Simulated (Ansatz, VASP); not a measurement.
# Two plane-wave programs on Ba

```
Ba
1.0
     4.03525    0.00000    0.00000
     0.00000    4.03525    0.00000
     0.00000    0.00000    3.80019
Ba
1
Direct
  0.00000 0.00000 0.00000
```

Change from the starting cell: strain +0.030 along x and y, -0.030 along z, atoms carried along.

Alike in both runs: task single point; functional LDA; k mesh 12 × 12 × 12; occupations gaussian, width 0.15 eV; no spin polarisation.

```csv
,VASP,Ansatz
version,VASP 6.6.1,Ansatz 0.2.0
potentials or method,"VASP PAW LDA potentials, release 64 (Ba_sv), cutoff 520 eV","scalar-relativistic, plane waves, PAW"
valence electrons in the cell,10,10
```

```csv
,VASP,Ansatz,Ansatz less VASP
gap on the k mesh at the Fermi level (eV),none,none,-
pressure (GPa),-1.2,-1.3,-0.08
"traceless stress, the component that is largest in VASP (GPa)",1.13,1.09,-0.033
```

LDA's correlation is that of Perdew and Zunger in VASP and of Perdew and Wang (1992) in Ansatz. A gap of «none» marks a metal or a gap that the smearing closes.

Spin-orbit coupling is off throughout.
